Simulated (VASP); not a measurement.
# PbS (I4/mmm) in VASP: notebook

PbS is run at these levels: PBEsol; tasks: single point.

Program: VASP 6.6.1. These are calculated values, not measurements. Logs are shortened: lines on timing, memory, paths and dates and some standing lists are left out, and cuts for length are marked.

### 1 The cell of the first run

It takes space group I4/mmm (No. 139, tetragonal). The conventional cell has a = 4.193 Å, b = 4.193 Å, c = 5.782 Å, α = 90.00°, β = 90.00°, γ = 90.00°. Pb (site symmetry 4/mmm) has 6 S at 2.89 to 2.96 Å within 3.8 Å. S (site symmetry 4/mmm) has 6 Pb at 2.89 to 2.96 Å within 3.8 Å.

### 2 Single point, PBEsol (strain +0.000 along x and y, -0.025 along z)

Input file INCAR:

```
ALGO = Normal
EDIFF = 1E-7
ENCUT = 520
GGA = PS
ISIF = 2
ISMEAR = 0
LASPH = T
LCHARG = F
LREAL = F
LWAVE = F
NBANDS = 17
NELM = 60
PREC = Accurate
SIGMA = 0.03
```

Input file KPOINTS:

```
k-points
0
Gamma
  10 10 10
```

Input file POSCAR:

```
PbS
1.0
    0.0000000000      2.9650000000      2.8908750000
    2.9650000000      0.0000000000      2.8908750000
    2.9650000000      2.9650000000      0.0000000000
Pb S
1 1
Direct
    0.0000000000      0.0000000000      0.0000000000
    0.5000000000      0.5000000000      0.5000000000
```

Potentials or basis: VASP PAW PBE potentials, release 64 (Pb_d, S).

Run with:

```console
$ cat potpaw_PBE.64/Pb_d/POTCAR potpaw_PBE.64/S/POTCAR > POTCAR
$ mpirun -np 1 vasp_std > vasp.out
```

OUTCAR:

```text
EDIFF = 1E-7
   ENCUT = 520
   GGA = PS
   ISIF = 2
   ISMEAR = 0
   LASPH = T
   LREAL = F
   NELM = 60
   PREC = Accurate

 ion  position               nearest neighbor table
   1  0.000  0.000  0.000-   2 2.89   2 2.89   2 2.96   2 2.96   2 2.96   2 2.96
   2  0.500  0.500  0.500-   1 2.89   1 2.89   1 2.96   1 2.96   1 2.96   1 2.96

  LATTYP: Found a body centered tetragonal cell.
 ALAT       =     4.1931432124
 C/A-ratio  =     1.3788582233

  Lattice vectors:

 A1 = (   0.0000000000,  -2.9650000000,  -2.8908750000)
 A2 = (   0.0000000000,   2.9650000000,  -2.8908750000)
 A3 = (   2.9650000000,   0.0000000000,   2.8908750000)

Analysis of symmetry for initial positions (statically):
=====================================================================
 Subroutine PRICEL returns:
 Original cell was already a primitive cell.

 Routine SETGRP: Setting up the symmetry group for a
 body centered tetragonal supercell.

 Subroutine GETGRP returns: Found 16 space group operations
 (whereof 16 operations were pure point group operations)
 out of a pool of 16 trial point group operations.

The static configuration has the point symmetry D_4h.

Analysis of symmetry for dynamics (positions and initial velocities):
=====================================================================
 Subroutine PRICEL returns:
 Original cell was already a primitive cell.

 Routine SETGRP: Setting up the symmetry group for a
 body centered tetragonal supercell.

 Subroutine GETGRP returns: Found 16 space group operations
 (whereof 16 operations were pure point group operations)
 out of a pool of 16 trial point group operations.

The dynamic configuration has the point symmetry D_4h.

 Subroutine INISYM returns: Found 16 space group operations
 (whereof 16 operations are pure point group operations),
 and found     1 'primitive' translations

----------------------------------------------------------------------------------------

                                     Primitive cell

  volume of cell :      50.8287

  direct lattice vectors                    reciprocal lattice vectors
     0.000000000  2.965000000  2.890875000    -0.168634064  0.168634064  0.172958014
     2.965000000  0.000000000  2.890875000     0.168634064 -0.168634064  0.172958014
     2.965000000  2.965000000  0.000000000     0.168634064  0.168634064 -0.172958014

  length of vectors
     4.141060645  4.141060645  4.193143212     0.294600356  0.294600356  0.294600356

  position of ions in fractional coordinates (direct lattice)
     0.000000000  0.000000000  0.000000000
     0.500000000  0.500000000  0.500000000

  ion indices of the primitive-cell ions
   primitive index   ion index
                 1           1
                 2           2

----------------------------------------------------------------------------------------

 KPOINTS: k-points

Automatic generation of k-mesh.
 Grid dimensions read from file:
 generate k-points for:   10   10   10

 Generating k-lattice:

  Cartesian coordinates                     Fractional coordinates (reciprocal lattice)
    -0.016863406  0.016863406  0.017295801     0.100000000  0.000000000  0.000000000
     0.016863406 -0.016863406  0.017295801     0.000000000  0.100000000  0.000000000
     0.016863406  0.016863406 -0.017295801     0.000000000  0.000000000  0.100000000

  Length of vectors
     0.029460036  0.029460036  0.029460036

  Shift w.r.t. Gamma in fractional coordinates (k-lattice)
     0.000000000  0.000000000  0.000000000

 Subroutine IBZKPT returns following result:
 ===========================================

 Found    102 irreducible k-points:

 Following reciprocal coordinates:
            Coordinates               Weight
  0.000000  0.000000  0.000000      1.000000
  0.100000  0.000000  0.000000      8.000000
  0.200000  0.000000  0.000000      8.000000
  0.300000  0.000000  0.000000      8.000000
  0.400000  0.000000  0.000000      8.000000
  0.500000  0.000000  0.000000      4.000000
[... 16 lines left out ...]
  0.300000  0.300000  0.000000      2.000000
  0.400000  0.300000  0.000000      8.000000
 [... further k-points ...]
   k-points           NKPTS =    102   k-points in BZ     NKDIM =    102   number of bands    NBANDS=     17
   number of dos      NEDOS =    301   number of ions     NIONS =      2
   total plane-waves  NPLWV =  32768
   dimension x,y,z NGX =    32 NGY =   32 NGZ =   32
   dimension x,y,z NGXF=    64 NGYF=   64 NGZF=   64
   ions per type =               1   1
   NGX,Y,Z   is equivalent  to a cutoff of  12.85, 12.85, 12.69 a.u.
   NGXF,Y,Z  is equivalent  to a cutoff of  25.69, 25.69, 25.37 a.u.
 SYSTEM =  unknown system
   PREC   = accura    normal or accurate (medium, high low for compatibility)
   ISTART =      0    job   : 0-new  1-cont  2-samecut
   ICHARG =      2    charge: 1-file 2-atom 10-const
   ISPIN  =      1    spin polarized calculation?
   LNONCOLLINEAR =      F non collinear calculations
   LSORBIT =      F    spin-orbit coupling
   LASPH  =      T    aspherical Exc in radial PAW
   ENCUT  =  520.0 eV  38.22 Ry    6.18 a.u.   7.70  7.70  7.80*2*pi/ulx,y,z
   NELM   =     60;   NELMIN=  2; NELMDL= -5     # of ELM steps
   EDIFF  = 0.1E-06   stopping-criterion for ELM
   LREAL  =      F    real-space projection
   EDIFFG = 0.1E-05   stopping-criterion for IOM
   NSW    =      0    number of steps for IOM
   IBRION =     -1    ionic relax: 0-MD 1-quasi-New 2-CG
   NFREE  =      0    steps in history (QN), initial steepest desc. (CG)
   ISIF   =      2    stress and relaxation
   ISYM   =      2    0-nonsym 1-usesym 2-fastsym
   POTIM  = 0.5000    time-step for ionic-motion
   TEBEG  =    0.0;   TEEND  =   0.0 temperature during run
   PSTRESS=    0.0 pullay stress
   NELECT =      20.0000    total number of electrons
   NUPDOWN=      -1.0000    fix difference up-down
   EMIN   =  10.00;   EMAX   =-10.00  energy-range for DOS
   EFERMI =   0.00;   METHOD = LEGACY
   ISMEAR =     0;   SIGMA  =   0.03  broadening in eV -4-tet -1-fermi 0-gaus
   EFERMI_NEDOS =   21; number of points for ismear=-14 and -15
   IALGO  =     38    algorithm
   IMIX   =      4    mixing-type and parameters
     AMIX     =   0.40;   BMIX     =  1.00
     AMIX_MAG =   1.60;   BMIX_MAG =  1.00
  volume/ion in A,a.u.               =      25.41       171.50
  Fermi-wavevector in a.u.,A,eV,Ry     =   1.199634  2.266979 19.580424  1.439121
  Thomas-Fermi vector in A             =   2.335491
   LORBIT       =      0    0 simple, 1 ext, 2 COOP (PROOUT), +10 PAW based schemes
   GGA     = PS    functional components
   LHFCALC =     F    Hartree Fock is set to
   AEXX    =    0.0000 exact exchange contribution
   IVDW    =     0    specifies the selected vdW correction
   LEPSILON=     F    determine dielectric tensor
   LRPA    =     F    only Hartree local field effects (RPA)
 non-spin polarized calculation
 Gauss-broadening in eV      SIGMA  =   0.03
  energy-cutoff  :      520.00
  volume of cell :       50.83
 maximum number of plane-waves:      1395
   NGX = 15   NGY = 15   NGZ = 15

 number of electron      19.9999995 magnetization

 Free energy of the ion-electron system (eV)
  ---------------------------------------------------
  ext. energy  EPLUGINS =         0.00000000
  ---------------------------------------------------
  free energy    TOTEN  =        -9.44556542 eV

  energy without entropy =       -9.44556455  energy(sigma->0) =       -9.44556499

 E-fermi :   6.1505     XC(G=0): -10.0085

 val. band max:        6.0830765576   @ k =   0.5000   0.0000   0.0000
 cond. band min:       6.2178345933   @ k =   0.5000   0.0000   0.0000
 fundamental gap:      0.1347580357
 Fermi energy:         6.1504555765

 k-point     1 :       0.0000    0.0000    0.0000
  band No.  band energies     occupation
      1     -10.7556      2.00000
      2     -10.7510      2.00000
      3     -10.7510      2.00000
      4     -10.7481      2.00000
      5     -10.7341      2.00000
      6      -7.8095      2.00000
[... 9 lines left out ...]
     16      12.7198      0.00000
     17      14.4066      0.00000

 k-point     2 :       0.1000    0.0000    0.0000
  band No.  band energies     occupation
      1     -10.7542      2.00000
      2     -10.7521      2.00000
      3     -10.7492      2.00000
      4     -10.7449      2.00000
      5     -10.7357      2.00000
      6      -7.7191      2.00000
[... 9 lines left out ...]
     16      12.9275      0.00000
     17      15.3000      0.00000

 k-point     3 :       0.2000    0.0000    0.0000
  band No.  band energies     occupation
      1     -10.7601      2.00000
      2     -10.7543      2.00000
      3     -10.7499      2.00000
      4     -10.7310      2.00000
      5     -10.7310      2.00000
      6      -7.4588      2.00000
[... 9 lines left out ...]
     16      13.4910      0.00000
     17      17.0163      0.00000

 k-point     4 :       0.3000    0.0000    0.0000
  band No.  band energies     occupation
      1     -10.7703      2.00000
      2     -10.7627      2.00000
      3     -10.7507      2.00000
      4     -10.7177      2.00000
      5     -10.7138      2.00000
      6      -7.0712      2.00000
[... 9 lines left out ...]
     16      14.3474      0.00000
     17      18.3324      0.00000

 k-point     5 :       0.4000    0.0000    0.0000
  band No.  band energies     occupation
      1     -10.7785      2.00000
      2     -10.7713      2.00000
      3     -10.7506      2.00000
      4     -10.7060      2.00000
      5     -10.6997      2.00000
      6      -6.6667      2.00000
[... 9 lines left out ...]
     16      15.4363      0.00000
     17      17.4820      0.00000

 k-point     6 :       0.5000    0.0000    0.0000
  band No.  band energies     occupation
      1     -10.7816      2.00000
      2     -10.7746      2.00000
      3     -10.7506      2.00000
      4     -10.7015      2.00000
      5     -10.6944      2.00000
      6      -6.4741      2.00000
[... 9 lines left out ...]
     16      16.1660      0.00000
     17      16.5810      0.00000

 k-point     7 :       0.1000    0.1000    0.0000
  band No.  band energies     occupation
      1     -10.7586      2.00000
      2     -10.7450      2.00000
      3     -10.7444      2.00000
      4     -10.7444      2.00000
      5     -10.7412      2.00000
      6      -7.6839      2.00000
[... 9 lines left out ...]
     16      13.4504      0.00000
     17      15.0476      0.00000

 k-point     8 :       0.2000    0.1000    0.0000
  band No.  band energies     occupation
      1     -10.7601      2.00000
      2     -10.7529      2.00000
      3     -10.7497      2.00000
      4     -10.7354      2.00000
      5     -10.7297      2.00000
      6      -7.4722      2.00000
[... 9 lines left out ...]
     16      14.1020      0.00000
     17      15.9199      0.00000
[... 203 lines left out ...]
      1     -10.8224      2.00000
      2     -10.7567      2.00000
      3     -10.7538      2.00000
      4     -10.7102      2.00000
      5     -10.6912      2.00000
      6      -6.2908      2.00000
[... 9 lines left out ...]
     16      16.5169      0.00000
     17      17.1636      0.00000

 k-point    20 :      -0.4000    0.2000    0.0000
  band No.  band energies     occupation
      1     -10.8154      2.00000
      2     -10.7626      2.00000
      3     -10.7429      2.00000
      4     -10.7154      2.00000
      5     -10.6972      2.00000
      6      -6.2648      2.00000
[... 9 lines left out ...]
     16      15.3420      0.00000
     17      17.8857      0.00000

 k-point    21 :      -0.3000    0.2000    0.0000
  band No.  band energies     occupation
      1     -10.7978      2.00000
      2     -10.7650      2.00000
      3     -10.7366      2.00000
      4     -10.7221      2.00000
      5     -10.7106      2.00000
      6      -6.5471      2.00000
[... 9 lines left out ...]
     16      15.7704      0.00000
     17      17.2846      0.00000

 k-point    22 :      -0.2000    0.2000    0.0000
  band No.  band energies     occupation
      1     -10.7763      2.00000
      2     -10.7646      2.00000
      3     -10.7414      2.00000
      4     -10.7244      2.00000
      5     -10.7234      2.00000
      6      -6.9375      2.00000
[... 9 lines left out ...]
     16      15.9671      0.00000
     17      16.5894      0.00000

 k-point    23 :       0.3000    0.3000    0.0000
  band No.  band energies     occupation
      1     -10.8351      2.00000
      2     -10.7763      2.00000
      3     -10.7267      2.00000
      4     -10.7044      2.00000
      5     -10.7044      2.00000
      6      -6.7296      2.00000
[... 9 lines left out ...]
     16      16.3883      0.00000
     17      17.0246      0.00000

 k-point    24 :       0.4000    0.3000    0.0000
  band No.  band energies     occupation
      1     -10.8628      2.00000
      2     -10.7770      2.00000
      3     -10.7281      2.00000
      4     -10.6965      2.00000
      5     -10.6923      2.00000
      6      -6.3943      2.00000
[... 9 lines left out ...]
     16      16.9694      0.00000
     17      17.7226      0.00000

 [... further k-points ...]

------------------------ aborting loop because EDIFF is reached ----------------------------------------

  FORCE on cell =-STRESS in cart. coord.  units (eV):
  Direction    XX          YY          ZZ          XY          YZ          ZX
  --------------------------------------------------------------------------------------
  -------------------------------------------------------------------------------------
  Total       -0.1429830     -0.1429830      1.0381751      0.0000000      0.0000000     -0.0000000
  in kB       -4.5069862     -4.5069862     32.7244584      0.0000000      0.0000000     -0.0000000
  external PRESSURE =       7.9034954 kB  Pullay stress =       0.0000000 kB

 VOLUME and BASIS-vectors are now :
 -----------------------------------------------------------------------------
  energy-cutoff  :      520.00
  volume of cell :       50.83
      direct lattice vectors                 reciprocal lattice vectors
     0.000000000  2.965000000  2.890875000    -0.168634064  0.168634064  0.172958014
     2.965000000  0.000000000  2.890875000     0.168634064 -0.168634064  0.172958014
     2.965000000  2.965000000  0.000000000     0.168634064  0.168634064 -0.172958014

 POSITION                                       TOTAL-FORCE (eV/Angst)
 -----------------------------------------------------------------------------------
      0.00000      0.00000      0.00000        -0.000000      0.000000     -0.000000
      2.96500      2.96500      2.89087         0.000000     -0.000000      0.000000
 -----------------------------------------------------------------------------------
    total drift:                                0.000000     -0.000000     -0.000000

  FREE ENERGIE OF THE ION-ELECTRON SYSTEM (eV)
  ---------------------------------------------------
  free  energy   TOTEN  =        -9.4455654217 eV

  energy  without entropy=       -9.4455645490  energy(sigma->0) =       -9.44556499
```

Run time: 32 s. Hardware: 1 thread of Intel Xeon 6975P-C (Granite Rapids), shared host; peak memory 0.23 GiB.

Results:

* Free energy: -9.4456 eV
* Pressure: 0.8 GPa
* Band gap on the k mesh: 0.13 eV, direct

Stress tensor (GPa, compression positive):
```
-0.45  0.00  0.00
 0.00 -0.45  0.00
 0.00  0.00  3.27
```

Caveat: the cell differs from its parent crystal (strain +0.000 along x and y, -0.025 along z); the PAW data sets were made with another functional, which shifts forces and pressure a little; spin-orbit coupling is left out, which moves the levels of the heavy elements.

### 3 Single point, PBEsol (strain +0.000 along x and y, +0.050 along z)

Input file INCAR:

```
SYSTEM = PbS
ALGO     = Normal         ! electronic algorithm
EDIFF    = 1E-7           ! SCF threshold, eV
ENCUT    = 520            ! plane-wave cutoff, eV
GGA      = PS             ! functional
ISIF     = 2              ! what is computed and relaxed
ISMEAR   = 0              ! smearing method
LASPH    = .TRUE.         ! aspherical terms in the spheres
LCHARG   = .FALSE.        ! write CHGCAR
LREAL    = .FALSE.        ! projectors in reciprocal space
LWAVE    = .FALSE.        ! write WAVECAR
NBANDS   = 17             ! bands
NELM     = 100            ! most SCF steps
PREC     = Accurate       ! precision mode
SIGMA    = 0.03           ! smearing width, eV
```

Input file KPOINTS:

```
k-points
0
G
  10 10 10
  0 0 0
```

Input file POSCAR:

```
PbS
1.0
    0.0000000000      2.9650000000      3.1132500000
    2.9650000000      0.0000000000      3.1132500000
    2.9650000000      2.9650000000      0.0000000000
Pb S
1 1
Direct
    0.0000000000      0.0000000000      0.0000000000
    0.5000000000      0.5000000000      0.5000000000
```

Potentials or basis: VASP PAW PBE potentials, release 64 (Pb_d, S).

Run with:

```console
$ cat potpaw_PBE.64/Pb_d/POTCAR potpaw_PBE.64/S/POTCAR > POTCAR
$ mpirun -np 1 vasp_std > vasp.out
```

It took 30 s on 1 thread of Intel Xeon 6975P-C (Granite Rapids), shared host; peak memory 0.23 GiB.

Results (log left out):

```yaml
Free_energy: -9.3970 eV
Pressure: -3.0 GPa
Band_gap_on_the_k_mesh: 0.37 eV, direct
```

Stress tensor (GPa, compression positive):
```
-1.57  0.00  0.00
 0.00 -1.57  0.00
 0.00  0.00 -5.86
```

Levels at points of the mesh, in eV from the valence-band top:
| k point | band 8 | band 9 | band 10 | band 11 | band 12 | band 13 |
| --- | --- | --- | --- | --- | --- | --- |
| (0.00, 0.00, 0.00) | -2.06 | -2.06 | -1.70 | 4.38 | 5.38 | 5.38 |
| (0.50, 0.00, 0.00) | -1.63 | -1.53 | 0.00 | 0.37 | 1.89 | 2.14 |
| (0.50, 0.50, 0.00) | -4.79 | -3.10 | -3.10 | 4.06 | 5.02 | 5.67 |
| (0.50, 0.00, 0.50) | -4.88 | -3.43 | -2.94 | 3.88 | 4.90 | 5.56 |

Caveat: the cell differs from its parent crystal (strain +0.000 along x and y, +0.050 along z); the PAW data sets were made with another functional, which shifts forces and pressure a little; spin-orbit coupling is left out, which moves the levels of the heavy elements.
